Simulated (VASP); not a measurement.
Set up this calculation in VASP 6.6.1, as the native input.

```
Task                   : single point
Functional             : PBEsol
Potentials or basis    : VASP PAW PBE potentials, release 64 (Ag)
Cutoff                 : 520 eV
k mesh                 : 6 × 6 × 6
Occupations            : gaussian, width 0.1 eV
Spin                   : no spin polarisation
Dipole correction      : no
Further INCAR settings : ALGO = Normal; EDIFF = 1e-07; NBANDS = 24
```

The structure of Ag lies in POSCAR:

```
Ag
1.0
    1.4448702859      0.8341962485      6.9597360086
   -1.4448702859      0.8341962485      6.9597360086
    0.0000000000     -1.6683924970      6.9597360086
Ag
3
Direct
    0.0000000000      0.0000000000      0.0000000000
    0.7776807020      0.7776807020      0.7776807020
    0.2223192980      0.2223192980      0.2223192980
```

The input as run:

INCAR

```
SYSTEM = Ag
PREC     = Accurate       ! precision mode
ENCUT    = 520            ! plane-wave cutoff, eV
EDIFF    = 1E-7           ! SCF threshold, eV
ISMEAR   = 0              ! smearing method
SIGMA    = 0.1            ! smearing width, eV
LREAL    = .False.        ! projectors in reciprocal space
LASPH    = .True.         ! aspherical terms in the spheres
NELM     = 100            ! most SCF steps
ALGO     = Normal         ! electronic algorithm
ISIF     = 2              ! what is computed and relaxed
LWAVE    = .False.        ! write WAVECAR
LCHARG   = .False.        ! write CHGCAR
GGA      = PS             ! functional
NBANDS   = 24             ! bands
```

KPOINTS

```
Automatic mesh
0
Gamma
  6 6 6
  0 0 0
```

Potentials or basis: VASP PAW PBE potentials, release 64 (Ag).

The run is started by

```console
$ cat potpaw_PBE.64/Ag/POTCAR > POTCAR
$ mpirun -np 1 vasp_std > vasp.out
```

Results of the run:

```yaml
Pressure: -0.1 GPa
```

Caveat: the k points lie up to 0.42 Å⁻¹ apart; the PAW data sets were made with another functional, which shifts forces and pressure a little.

It took 110 s on 1 thread of Intel(R) Xeon(R) Platinum 8488C (Sapphire Rapids) (shared host), peak memory 0.37 GiB.
